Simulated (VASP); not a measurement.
A run of VASP 6.6.1 is set up as follows.

File INCAR:

```
PREC = Accurate
ENCUT = 450
EDIFF = 1E-7
ISMEAR = 0
SIGMA = 0.1
LREAL = False
LASPH = True
NELM = 120
ALGO = Normal
ISIF = 2
LWAVE = False
LCHARG = False
IBRION = 2
NSW = 80
EDIFFG = -0.002
GGA_COMPAT = False
NELMIN = 4
```

File KPOINTS:

```
regular mesh
0
Gamma
  12 12 12
```

The input POSCAR:

```
YB6
1.0
    4.1273544337      0.0000000000      0.0000000000
    0.0000000000      4.1273544337      0.0000000000
    0.0000000000      0.0000000000      4.1273544337
Y B
1 6
Direct
    0.0000000000      0.0000000000      0.0000000000
    0.2070000000      0.5000000000      0.5000000000
    0.5000000000      0.2070000000      0.5000000000
    0.7930000000      0.5000000000      0.5000000000
    0.5000000000      0.7930000000      0.5000000000
    0.5000000000      0.5000000000      0.2070000000
    0.5000000000      0.5000000000      0.7930000000
```

Potentials or basis: VASP PAW LDA potentials, release 64 (Y_sv, B).

The run is started by

```sh
$ cat potpaw_LDA.64/Y_sv/POTCAR potpaw_LDA.64/B/POTCAR > POTCAR
$ mpirun -np 1 vasp_std > vasp.out
```

Question: Predict the energy gained by relaxing.

Answer: 24.4 meV/atom.

Question: What does it give for the band gap on the k mesh?

Answer: Zero (an odd number of electrons rules out a gap without spin polarisation).

The path:
| step | energy change (eV) | largest force (eV/Å) | pressure (GPa) |
| --- | --- | --- | --- |
| 1 | 0.0000 | 1.9067 | -7.86 |
| 2 | 0.6126 | 4.3354 | -9.96 |
| 3 | -0.1706 | 0.0226 | -10.33 |
| 4 | -0.1706 | 0.0166 | -10.30 |
| 5 | -0.1706 | 0.0161 | -10.30 |
| 6 | -0.1706 | 0.0149 | -10.30 |
| 7 | -0.1706 | 0.0149 | -10.30 |
| 8 | -0.1706 | 0.0149 | -10.30 |
| 9 | -0.1706 | 0.0149 | -10.30 |
| 10 | -0.1706 | 0.0148 | -10.30 |
| 11 | -0.1706 | 0.0146 | -10.30 |
| 12 | -0.1706 | 0.0144 | -10.30 |
| 13 | -0.1706 | 0.0138 | -10.30 |
| 14 | -0.1706 | 0.0126 | -10.30 |
| 15 | -0.1707 | 0.0103 | -10.30 |
| 16 | -0.1707 | 0.0055 | -10.31 |
| 17 | -0.1707 | 0.0039 | -10.31 |
| 18 | -0.1707 | 0.0001 | -10.31 |
